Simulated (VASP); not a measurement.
# LiPb2 (P-3m1) in VASP: single point with PBE

Aim: the single point of LiPb2 with PBE.

Everything below comes from runs of VASP 6.6.1. Logs are shortened: lines on timing, memory, paths and dates and some standing lists are left out, and cuts for length are marked.

**1. The cell of the first run**

It takes space group P-3m1 (No. 164, trigonal). Conventional cell: a = 3.556 Å, b = 3.556 Å, c = 7.483 Å, α = 90.00°, β = 90.00°, γ = 120.00°. Li (site symmetry -3m) has 6 Pb at 3.14 Å and 6 Li at 3.56 Å within 4.1 Å. Within 4.1 Å of Pb (site symmetry 3m) lie 3 Li at 3.14 Å and 9 Pb at 3.42 to 3.56 Å.

**2. Single point, PBE**

POSCAR

```
LiPb2
1.0
    3.5558322980      0.0000000289      0.0000000000
   -1.7779161740      3.0794410873      0.0000000000
    0.0000000000      0.0000000000      7.4831756000
Li Pb
1 2
Direct
    0.0000000000      0.0000000000      0.0000000000
    0.6666666667      0.3333333333      0.6831160000
    0.3333333333      0.6666666667      0.3168840000
```

INCAR.step1

```
SYSTEM = LiPb2
  PREC = Accurate
  ENCUT = 520
  EDIFF = 1E-7
  ISMEAR = 0
  SIGMA = 0.1
  LREAL = .FALSE.
  LASPH = .TRUE.
  NELM = 80
  ALGO = Fast
  ISIF = 2
  LWAVE = .FALSE.
  LCHARG = .TRUE.
  GGA = PE
  NBANDS = 22
```

KPOINTS.step1

```
Automatic mesh
0
G
  18 18 6
  0 0 0
```

INCAR.step2

```
SYSTEM = LiPb2
  PREC = Accurate
  ENCUT = 520
  EDIFF = 1E-7
  ISMEAR = -5
  SIGMA = 0.1
  LREAL = .FALSE.
  LASPH = .TRUE.
  NELM = 80
  ALGO = Fast
  ISIF = 2
  LWAVE = .FALSE.
  LCHARG = .FALSE.
  GGA = PE
  LORBIT = 11
  NEDOS = 2001
  ICHARG = 11
```

KPOINTS.step2

```
Automatic mesh
0
G
  27 27 9
  0 0 0
```

Potentials or basis: VASP PAW PBE potentials, release 64 (Li_sv, Pb_d).

The run is started by

```console
$ cat potpaw_PBE.64/Li_sv/POTCAR potpaw_PBE.64/Pb_d/POTCAR > POTCAR
$ cp INCAR.step1 INCAR
$ cp KPOINTS.step1 KPOINTS
$ mpirun -np 1 vasp_std > vasp.out
$ cp INCAR.step2 INCAR
$ cp KPOINTS.step2 KPOINTS
$ mpirun -np 1 vasp_std > vasp.out
```

OUTCAR:

```text
SYSTEM = LiPb2
   PREC = Accurate
   ENCUT = 520
   EDIFF = 1E-7
   ISMEAR = -5
   LREAL = .FALSE.
   LASPH = .TRUE.
   NELM = 80
   ISIF = 2
   GGA = PE
   LORBIT = 11
   ICHARG = 11

 ion  position               nearest neighbor table
   1  0.000  0.000  0.000-   2 3.14   3 3.14   2 3.14   3 3.14   2 3.14   3 3.14
   2  0.667  0.333  0.683-   1 3.14   1 3.14   1 3.14   3 3.42   3 3.42   3 3.42
   3  0.333  0.667  0.317-   1 3.14   1 3.14   1 3.14   2 3.42   2 3.42   2 3.42

  LATTYP: Found a hexagonal cell.
 ALAT       =     3.5558322980
 C/A-ratio  =     2.1044793378

  Lattice vectors:

 A1 = (   3.5558322980,   0.0000000289,   0.0000000000)
 A2 = (  -1.7779161740,   3.0794410873,   0.0000000000)
 A3 = (   0.0000000000,   0.0000000000,   7.4831756000)

Analysis of symmetry for initial positions (statically):
=====================================================================
 Subroutine PRICEL returns:
 Original cell was already a primitive cell.

 Routine SETGRP: Setting up the symmetry group for a
 hexagonal supercell.

 Subroutine GETGRP returns: Found 12 space group operations
 (whereof 12 operations were pure point group operations)
 out of a pool of 24 trial point group operations.

The static configuration has the point symmetry D_3d.

Analysis of symmetry for dynamics (positions and initial velocities):
=====================================================================
 Subroutine PRICEL returns:
 Original cell was already a primitive cell.

 Routine SETGRP: Setting up the symmetry group for a
 hexagonal supercell.

 Subroutine GETGRP returns: Found 12 space group operations
 (whereof 12 operations were pure point group operations)
 out of a pool of 24 trial point group operations.

The dynamic configuration has the point symmetry D_3d.

 Subroutine INISYM returns: Found 12 space group operations
 (whereof 12 operations are pure point group operations),
 and found     1 'primitive' translations

----------------------------------------------------------------------------------------

                                     Primitive cell

  volume of cell :      81.9406

  direct lattice vectors                    reciprocal lattice vectors
     3.555832298  0.000000029  0.000000000     0.281228110  0.162367128  0.000000000
    -1.777916174  3.079441087  0.000000000    -0.000000003  0.324734251  0.000000000
     0.000000000  0.000000000  7.483175600     0.000000000  0.000000000  0.133633106

  length of vectors
     3.555832298  3.555832298  7.483175600     0.324734251  0.324734251  0.133633106

  position of ions in fractional coordinates (direct lattice)
     0.000000000  0.000000000  0.000000000
     0.666666667  0.333333333  0.683116000
     0.333333333  0.666666667  0.316884000

  ion indices of the primitive-cell ions
   primitive index   ion index
                 1           1
                 2           2
                 3           3

----------------------------------------------------------------------------------------

 KPOINTS: Automatic mesh

Automatic generation of k-mesh.
 Grid dimensions read from file:
 generate k-points for:   27   27    9

 Generating k-lattice:

  Cartesian coordinates                     Fractional coordinates (reciprocal lattice)
     0.010415856  0.006013597  0.000000000     0.037037037 -0.000000000  0.000000000
    -0.000000000  0.012027194  0.000000000    -0.000000000  0.037037037  0.000000000
     0.000000000  0.000000000  0.014848123     0.000000000  0.000000000  0.111111111

  Length of vectors
     0.012027194  0.012027194  0.014848123

  Shift w.r.t. Gamma in fractional coordinates (k-lattice)
     0.000000000  0.000000000  0.000000000

 TETIRR: Found   9690 inequivalent tetrahedra from    39366

 Subroutine IBZKPT returns following result:
 ===========================================

 Found    619 irreducible k-points:

 Following reciprocal coordinates:
            Coordinates               Weight
  0.000000  0.000000  0.000000      1.000000
  0.037037 -0.000000  0.000000      6.000000
  0.074074 -0.000000  0.000000      6.000000
  0.111111 -0.000000  0.000000      6.000000
  0.148148  0.000000  0.000000      6.000000
  0.185185  0.000000  0.000000      6.000000
[... 16 lines left out ...]
  0.333333  0.037037  0.000000     12.000000
  0.370370  0.037037  0.000000     12.000000
 [... further k-points ...]
   k-points           NKPTS =    619   k-points in BZ     NKDIM =    619   number of bands    NBANDS=     19
   number of dos      NEDOS =   2001   number of ions     NIONS =      3
   total plane-waves  NPLWV =  43904
   dimension x,y,z NGX =    28 NGY =   28 NGZ =   56
   dimension x,y,z NGXF=    56 NGYF=   56 NGZF=  112
   ions per type =               1   2
   NGX,Y,Z   is equivalent  to a cutoff of  13.09, 13.09, 12.44 a.u.
   NGXF,Y,Z  is equivalent  to a cutoff of  26.18, 26.18, 24.88 a.u.
 SYSTEM =  LiPb2
   PREC   = accura    normal or accurate (medium, high low for compatibility)
   ISTART =      0    job   : 0-new  1-cont  2-samecut
   ICHARG =     11    charge: 1-file 2-atom 10-const
   ISPIN  =      1    spin polarized calculation?
   LNONCOLLINEAR =      F non collinear calculations
   LSORBIT =      F    spin-orbit coupling
   LASPH  =      T    aspherical Exc in radial PAW
   ENCUT  =  520.0 eV  38.22 Ry    6.18 a.u.   6.61  6.61 13.91*2*pi/ulx,y,z
   NELM   =     80;   NELMIN=  2; NELMDL=  0     # of ELM steps
   EDIFF  = 0.1E-06   stopping-criterion for ELM
   LREAL  =      F    real-space projection
   EDIFFG = 0.1E-05   stopping-criterion for IOM
   NSW    =      0    number of steps for IOM
   IBRION =     -1    ionic relax: 0-MD 1-quasi-New 2-CG
   NFREE  =      0    steps in history (QN), initial steepest desc. (CG)
   ISIF   =      2    stress and relaxation
   ISYM   =      2    0-nonsym 1-usesym 2-fastsym
   POTIM  = 0.5000    time-step for ionic-motion
   TEBEG  =    0.0;   TEEND  =   0.0 temperature during run
   PSTRESS=    0.0 pullay stress
   NELECT =      31.0000    total number of electrons
   NUPDOWN=      -1.0000    fix difference up-down
   EMIN   =  10.00;   EMAX   =-10.00  energy-range for DOS
   EFERMI =   0.00;   METHOD = LEGACY
   ISMEAR =    -5;   SIGMA  =   0.10  broadening in eV -4-tet -1-fermi 0-gaus
   EFERMI_NEDOS =   21; number of points for ismear=-14 and -15
   IALGO  =     68    algorithm
   IMIX   =      4    mixing-type and parameters
     AMIX     =   0.40;   BMIX     =  1.00
     AMIX_MAG =   1.60;   BMIX_MAG =  1.00
  volume/ion in A,a.u.               =      27.31       184.32
  Fermi-wavevector in a.u.,A,eV,Ry     =   1.184029  2.237490 19.074345  1.401925
  Thomas-Fermi vector in A             =   2.320252
   LORBIT       =     11    0 simple, 1 ext, 2 COOP (PROOUT), +10 PAW based schemes
   GGA     = PE    functional components
   LHFCALC =     F    Hartree Fock is set to
   AEXX    =    0.0000 exact exchange contribution
   IVDW    =     0    specifies the selected vdW correction
   LEPSILON=     F    determine dielectric tensor
   LRPA    =     F    only Hartree local field effects (RPA)
 non-spin polarized calculation
 RMM-DIIS sequential band-by-band and
 Fermi weights with tetrahedron method with Bloechl corrections
  energy-cutoff  :      520.00
  volume of cell :       81.94
 maximum number of plane-waves:      2260
 NGX is ok and might be reduce to    28

 number of electron      30.9999985 magnetization

 Free energy of the ion-electron system (eV)
  ---------------------------------------------------
  ext. energy  EPLUGINS =         0.00000000
  ---------------------------------------------------
  free energy    TOTEN  =        -9.34302022 eV

  energy without entropy =       -9.34302022  energy(sigma->0) =       -9.34302022

 E-fermi :   5.4456     XC(G=0):  -9.3247

 val. band max:        5.5143486773   @ k =  -0.1481  -0.4815   0.3333
 cond. band min:       5.3983845030   @ k =   0.4074   0.1852   0.1111
 fundamental gap:     -0.1159641743
 Fermi energy:         5.4455508239

 k-point     1 :       0.0000    0.0000    0.0000
  band No.  band energies     occupation
      1     -41.4686      2.00000
      2     -11.5141      2.00000
      3     -11.5032      2.00000
      4     -11.5032      2.00000
      5     -11.5003      2.00000
      6     -11.5003      2.00000
[... 11 lines left out ...]
     18      11.0142      0.00000
     19      11.9615      0.00000

 k-point     2 :       0.0370   -0.0000    0.0000
  band No.  band energies     occupation
      1     -41.4686      2.00000
      2     -11.5168      2.00000
      3     -11.5015      2.00000
      4     -11.5010      2.00000
      5     -11.4992      2.00000
      6     -11.4974      2.00000
[... 11 lines left out ...]
     18      10.8921      0.00000
     19      11.9500      0.00000

 k-point     3 :       0.0741   -0.0000    0.0000
  band No.  band energies     occupation
      1     -41.4685      2.00000
      2     -11.5225      2.00000
      3     -11.5037      2.00000
      4     -11.4944      2.00000
      5     -11.4909      2.00000
      6     -11.4889      2.00000
[... 11 lines left out ...]
     18      10.6014      0.00000
     19      11.2569      0.00000

 k-point     4 :       0.1111   -0.0000    0.0000
  band No.  band energies     occupation
      1     -41.4684      2.00000
      2     -11.5305      2.00000
      3     -11.5061      2.00000
      4     -11.4844      2.00000
      5     -11.4813      2.00000
      6     -11.4753      2.00000
[... 407 lines left out ...]
     18       8.3031      0.00000
     19      10.1316      0.00000

 k-point    23 :       0.3333    0.0370    0.0000
  band No.  band energies     occupation
      1     -41.4670      2.00000
      2     -11.5998      2.00000
      3     -11.5342      2.00000
      4     -11.4914      2.00000
      5     -11.4615      2.00000
      6     -11.4497      2.00000
[... 11 lines left out ...]
     18       8.0482      0.00000
     19       9.9711      0.00000

 k-point    24 :       0.3704    0.0370    0.0000
  band No.  band energies     occupation
      1     -41.4668      2.00000
      2     -11.6078      2.00000
      3     -11.5370      2.00000
      4     -11.5046      2.00000
      5     -11.4638      2.00000
      6     -11.4546      2.00000
[... 11 lines left out ...]
     18       7.8020      0.00000
     19       9.8153      0.00000

 [... further k-points ...]

------------------------ aborting loop because EDIFF is reached ----------------------------------------

  FORCE on cell =-STRESS in cart. coord.  units (eV):
  Direction    XX          YY          ZZ          XY          YZ          ZX
  --------------------------------------------------------------------------------------
  -------------------------------------------------------------------------------------
  Total       -0.0576779     -0.0576779     -0.2069946     -0.0000000      0.0000000     -0.0000000
  in kB       -1.1277715     -1.1277715     -4.0473466     -0.0000000      0.0000000     -0.0000000
  external PRESSURE =      -2.1009632 kB  Pullay stress =       0.0000000 kB

 VOLUME and BASIS-vectors are now :
 -----------------------------------------------------------------------------
  energy-cutoff  :      520.00
  volume of cell :       81.94
      direct lattice vectors                 reciprocal lattice vectors
     3.555832298  0.000000029  0.000000000     0.281228110  0.162367128  0.000000000
    -1.777916174  3.079441087  0.000000000    -0.000000003  0.324734251  0.000000000
     0.000000000  0.000000000  7.483175600     0.000000000  0.000000000  0.133633106

 POSITION                                       TOTAL-FORCE (eV/Angst)
 -----------------------------------------------------------------------------------
      0.00000      0.00000      0.00000        -0.000000      0.000000     -0.000000
      1.77792      1.02648      5.11188         0.000000      0.000000      0.003993
     -0.00000      2.05296      2.37130        -0.000000     -0.000000     -0.003993
 -----------------------------------------------------------------------------------
    total drift:                                0.000000      0.000000     -0.000000

  FREE ENERGIE OF THE ION-ELECTRON SYSTEM (eV)
  ---------------------------------------------------
  free  energy   TOTEN  =        -9.3430202171 eV

  energy  without entropy=       -9.3430202171  energy(sigma->0) =       -9.34302022

 total charge

# of ion       s       p       d       tot
------------------------------------------
    1        2.020   0.041   0.000   2.061
    2        1.379   0.783   9.803  11.965
    3        1.379   0.783   9.803  11.965
--------------------------------------------------
tot          4.778   1.607  19.606  25.992
```

Run time: 36 min. Hardware: 1 thread of Intel Xeon 6975P-C (Granite Rapids), shared host; peak memory 0.88 GiB.

What came out:

- Valence electrons inside the program's atomic spheres: Li 2.06; Pb 11.96

Levels at points of the mesh, in eV from the Fermi level:
| k point | band 12 | band 13 | band 14 | band 15 | band 16 | band 17 | band 18 | band 19 |
| --- | --- | --- | --- | --- | --- | --- | --- | --- |
| (0.00, 0.00, 0.00) | -11.06 | -9.07 | -3.84 | 1.90 | 3.80 | 5.57 | 5.57 | 6.52 |

Caveat: the cutoff is under 1.25 times the usual one of these potentials, so pressure, stress and relaxed cells hold a basis-set (Pulay) error; spin-orbit coupling is left out, which moves the levels of the heavy elements.
